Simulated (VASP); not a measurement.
# SrTiO3 (Pm-3m) in VASP: vibrations by perturbation theory with LDA

Aim: the vibrations by perturbation theory of SrTiO3 with LDA.

All numbers are computed with VASP 6.6.1; they aren't measurements. Logs are shortened: lines on timing, memory, paths and dates and some standing lists are left out, and cuts for length are marked.

## Step 1: The cell of the first run

Symmetry: Pm-3m, No. 221, cubic system. Conventional cell: a = 3.855 Å, b = 3.855 Å, c = 3.855 Å, α = 90.00°, β = 90.00°, γ = 90.00°. Within 3.6 Å of Sr (site symmetry m-3m) lie 12 O at 2.73 Å and 8 Ti at 3.34 Å. Within 2.6 Å of Ti (site symmetry m-3m) lie 6 O at 1.93 Å. O (site symmetry 4/mmm) has 2 Ti at 1.93 Å within 2.6 Å.

## Step 2: Vibrations by perturbation theory, LDA

File INCAR:

```
SYSTEM = SrTiO3
PREC = Accurate
ENCUT = 520
EDIFF = 1E-8
ISMEAR = 0
SIGMA = 0.01
LREAL = .FALSE.
LASPH = .TRUE.
NELM = 80
ALGO = Normal
ISIF = 2
LWAVE = .FALSE.
LCHARG = .TRUE.
NBANDS = 28
IBRION = 8
NSW = 1
LEPSILON = .TRUE.
```

File KPOINTS:

```
Automatic mesh
0
G
  10 10 10
  0 0 0
```

File POSCAR:

```
SrTiO3
1.0
    3.8547583473      0.0000000000      0.0000000000
    0.0000000000      3.8547583473      0.0000000000
    0.0000000000      0.0000000000      3.8547583473
Sr Ti O
1 1 3
Direct
    0.0000000000      0.0000000000      0.0000000000
    0.5000000000      0.5000000000      0.5000000000
    0.5000000000      0.0000000000      0.5000000000
    0.5000000000      0.5000000000      0.0000000000
    0.0000000000      0.5000000000      0.5000000000
```

Potentials or basis: VASP PAW LDA potentials, release 64 (Sr_sv, Ti_sv, O).

Started as:

```console
$ cat potpaw_LDA.64/Sr_sv/POTCAR potpaw_LDA.64/Ti_sv/POTCAR potpaw_LDA.64/O/POTCAR > POTCAR
$ mpirun -np 1 vasp_std > vasp.out
```

OUTCAR:

```text
SYSTEM = SrTiO3
   PREC = Accurate
   ENCUT = 520
   EDIFF = 1E-8
   ISMEAR = 0
   LREAL = .FALSE.
   LASPH = .TRUE.
   NELM = 80
   ISIF = 2
   IBRION = 8
   NSW = 1
   LEPSILON = .TRUE.

 ion  position               nearest neighbor table
   1  0.000  0.000  0.000-   3 2.73   4 2.73   5 2.73   3 2.73   5 2.73   4 2.73   5 2.73   5 2.73
                             3 2.73   4 2.73   3 2.73   4 2.73   2 3.34   2 3.34   2 3.34   2 3.34
   2  0.500  0.500  0.500-   3 1.93   4 1.93   5 1.93   4 1.93   3 1.93   5 1.93   1 3.34   1 3.34
                             1 3.34   1 3.34   1 3.34   1 3.34   1 3.34   1 3.34
   3  0.500  0.000  0.500-   2 1.93   2 1.93   1 2.73   1 2.73   1 2.73   1 2.73
   4  0.500  0.500  0.000-   2 1.93   2 1.93   1 2.73   1 2.73   1 2.73   1 2.73
   5  0.000  0.500  0.500-   2 1.93   2 1.93   1 2.73   1 2.73   1 2.73   1 2.73

  LATTYP: Found a simple cubic cell.
 ALAT       =     3.8547583473

  Lattice vectors:

 A1 = (   3.8547583473,   0.0000000000,   0.0000000000)
 A2 = (   0.0000000000,   3.8547583473,   0.0000000000)
 A3 = (   0.0000000000,   0.0000000000,   3.8547583473)

Analysis of symmetry for initial positions (statically):
=====================================================================
 Subroutine PRICEL returns:
 Original cell was already a primitive cell.

 Routine SETGRP: Setting up the symmetry group for a
 simple cubic supercell.

 Subroutine GETGRP returns: Found 48 space group operations
 (whereof 48 operations were pure point group operations)
 out of a pool of 48 trial point group operations.
[... 1056 lines left out ...]
  x     0.00000     0.00000     0.00000     0.00000     0.00000     0.00000
  y     0.00000     0.00000     0.00000     0.00000     0.00000     0.00000
  z     0.00000     0.00000     0.00000     0.00000     0.00000     0.00000

 SECOND DERIVATIVES (NOT SYMMETRIZED)
 ------------------------------------
               1X          1Y          1Z          2X          2Y          2Z          3X          3Y          3Z          4X          4Y          4Z          5X          5Y          5Z
  1X    -4.025810   -0.000000   -0.000000    3.252047    0.000000   -0.000000   -0.222740   -0.000000    0.000000   -0.222740   -0.000000    0.000000    1.219244    0.000000    0.000000
  1Y    -0.000000   -4.025810   -0.000000    0.000000    3.252047   -0.000000   -0.000000    1.219244    0.000000    0.000000   -0.222740    0.000000   -0.000000   -0.222740    0.000000
  1Z     0.000000   -0.000000   -4.025810    0.000000    0.000000    3.252047   -0.000000   -0.000000   -0.222740   -0.000000   -0.000000    1.219244   -0.000000   -0.000000   -0.222740
  2X     3.265802   -0.000000    0.000000   -3.720364    0.000000    0.000000   -0.523729    0.000000    0.000000   -0.523729   -0.000000   -0.000000    1.502019   -0.000000    0.000000
  2Y    -0.000000    3.265802    0.000000    0.000000   -3.720364   -0.000000    0.000000    1.502019   -0.000000   -0.000000   -0.523729    0.000000    0.000000   -0.523729   -0.000000
  2Z    -0.000000   -0.000000    3.265802   -0.000000    0.000000   -3.720364   -0.000000   -0.000000   -0.523729   -0.000000   -0.000000    1.502019   -0.000000    0.000000   -0.523729
  3X    -0.211402    0.000000    0.000000   -0.559844    0.000000    0.000000   -3.998129    0.000000    0.000000   -0.930536    0.000000    0.000000    5.699910    0.000000    0.000000
  3Y    -0.000000    1.232512   -0.000000   -0.000000    1.529560    0.000000    0.000000  -14.166180    0.000000    0.000000    5.702054    0.000000   -0.000000    5.702054   -0.000000
  3Z     0.000000    0.000000   -0.211402    0.000000    0.000000   -0.559844    0.000000    0.000000   -3.998129    0.000000    0.000000    5.699910    0.000000    0.000000   -0.930536
  4X    -0.211402    0.000000    0.000000   -0.559844    0.000000    0.000000   -0.930536    0.000000    0.000000   -3.998129    0.000000    0.000000    5.699910    0.000000    0.000000
  4Y     0.000000   -0.211402    0.000000    0.000000   -0.559844    0.000000    0.000000    5.699910    0.000000    0.000000   -3.998129    0.000000    0.000000   -0.930536    0.000000
  4Z     0.000000   -0.000000    1.232512    0.000000   -0.000000    1.529560    0.000000    0.000000    5.702054   -0.000000    0.000000  -14.166180    0.000000   -0.000000    5.702054
  5X     1.232512    0.000000   -0.000000    1.529560   -0.000000    0.000000    5.702054   -0.000000   -0.000000    5.702054    0.000000    0.000000  -14.166180    0.000000    0.000000
  5Y     0.000000   -0.211402    0.000000    0.000000   -0.559844    0.000000    0.000000    5.699910    0.000000    0.000000   -0.930536    0.000000    0.000000   -3.998129    0.000000
  5Z     0.000000    0.000000   -0.211402    0.000000    0.000000   -0.559844    0.000000    0.000000   -0.930536    0.000000    0.000000    5.699910    0.000000    0.000000   -3.998129

 Eigenvectors and eigenvalues of the dynamical matrix
 ----------------------------------------------------

   1 f  =   16.993762 THz   106.774954 2PiTHz  566.850874 cm-1    70.280519 meV
             X         Y         Z           dx          dy          dz
      0.000000  0.000000  0.000000     0.025743   -0.004380    0.000000
      1.927379  1.927379  1.927379     0.053439   -0.009091    0.000000
      1.927379  0.000000  1.927379     0.348702    0.144876   -0.000000
      1.927379  1.927379  0.000000     0.348702   -0.059324   -0.000000
      0.000000  1.927379  1.927379    -0.851567   -0.059324    0.000000
[... 105 lines left out ...]
  15 f/i=    0.023127 THz     0.145308 2PiTHz    0.771418 cm-1     0.095644 meV
             X         Y         Z           dx          dy          dz
      0.000000  0.000000  0.000000    -0.061494   -0.060800    0.685376
      1.927379  1.927379  1.927379    -0.045071   -0.044563    0.502340
      1.927379  0.000000  1.927379    -0.026568   -0.026147    0.296114
      1.927379  1.927379  0.000000    -0.026568   -0.026268    0.294749
      0.000000  1.927379  1.927379    -0.026446   -0.026268    0.296114

--------------------------------------------------------------------------------------------------------

 MACROSCOPIC STATIC DIELECTRIC TENSOR IONIC CONTRIBUTION
 ------------------------------------------------------
         381.154018     0.000000    -0.000000
           0.000000   381.154018     0.000000
          -0.000000     0.000000   381.154018
 ------------------------------------------------------

 ELASTIC MODULI CONTR FROM IONIC RELAXATION (kBar)
 Direction    XX          YY          ZZ          XY          YZ          ZX
 --------------------------------------------------------------------------------
 XX           0.0000      0.0000      0.0000      0.0000      0.0000      0.0000
 YY           0.0000      0.0000      0.0000      0.0000      0.0000      0.0000
 ZZ           0.0000      0.0000      0.0000      0.0000      0.0000      0.0000
 XY           0.0000      0.0000      0.0000      0.0000      0.0000      0.0000
 YZ           0.0000      0.0000      0.0000      0.0000      0.0000      0.0000
 ZX           0.0000      0.0000      0.0000      0.0000      0.0000      0.0000
 --------------------------------------------------------------------------------

 PIEZOELECTRIC TENSOR IONIC CONTR  for field in x, y, z        (C/m^2)
          XX          YY          ZZ          XY          YZ          ZX
  --------------------------------------------------------------------------------
  x     0.00000     0.00000     0.00000     0.00000     0.00000     0.00000
  y     0.00000     0.00000     0.00000     0.00000     0.00000     0.00000
  z     0.00000     0.00000     0.00000     0.00000     0.00000     0.00000
```

OSZICAR:

```text
N       E                     dE             d eps       ncg     rms          rms(c)
DAV:   1     0.425738473627E+03    0.42574E+03   -0.21440E+04  3136   0.159E+03
DAV:   2    -0.959399353404E+01   -0.43533E+03   -0.41471E+03  3564   0.440E+02
DAV:   3    -0.520333986491E+02   -0.42439E+02   -0.42117E+02  4404   0.134E+02
DAV:   4    -0.540161488773E+02   -0.19828E+01   -0.19789E+01  4704   0.246E+01
[... 459 lines left out ...]
RMM:  30    -0.369975342444E+00   -0.68451E-08   -0.11913E-07 15582   0.806E-05    0.414E-06
RMM:  31    -0.369975357378E+00   -0.14934E-07   -0.11071E-07 15695   0.796E-05    0.312E-06
RMM:  32    -0.369975362692E+00   -0.53136E-08   -0.10199E-07 15110   0.779E-05    0.239E-06
RMM:  33    -0.369975370591E+00   -0.78994E-08   -0.90514E-08 14895   0.770E-05    0.173E-06
 Linear response finished
```

Run time: 44 min. Hardware: 1 thread of Intel Xeon 6975P-C (Granite Rapids), shared host; peak memory 0.82 GiB.

What came out:

```
Electronic dielectric tensor (diagonal)                 : 6.35
Born charges (mean of the diagonal)                     : Sr +2.56; Ti +7.35; O -3.30 e
Highest phonon frequency at Γ, LO-TO splitting left out : 567 cm⁻¹
```

Phonon frequencies in cm⁻¹ (negative: imaginary):
| q point | frequencies |
| --- | --- |
| (0.000, 0.000, 0.000) | -1 -1 -1 77 77 77 176 176 176 228 228 228 567 567 567 |

Electronic dielectric tensor:
```
6.35 0.00 0.00
0.00 6.35 0.00
0.00 0.00 6.35
```

Born effective charge tensors (e):
atom 1, Sr
```
2.56 0.00 0.00
0.00 2.56 0.00
0.00 0.00 2.56
```
atom 2, Ti
```
7.35 0.00 0.00
0.00 7.35 0.00
0.00 0.00 7.35
```
atom 3, O
```
-2.06  0.00  0.00
 0.00 -5.78  0.00
 0.00  0.00 -2.06
```
atom 4, O
```
-2.06  0.00  0.00
 0.00 -2.06  0.00
 0.00  0.00 -5.78
```
atom 5, O
```
-5.78  0.00  0.00
 0.00 -2.06  0.00
 0.00  0.00 -2.06
```

Caveat: the cell stands under pressure or tension, which shifts response properties.
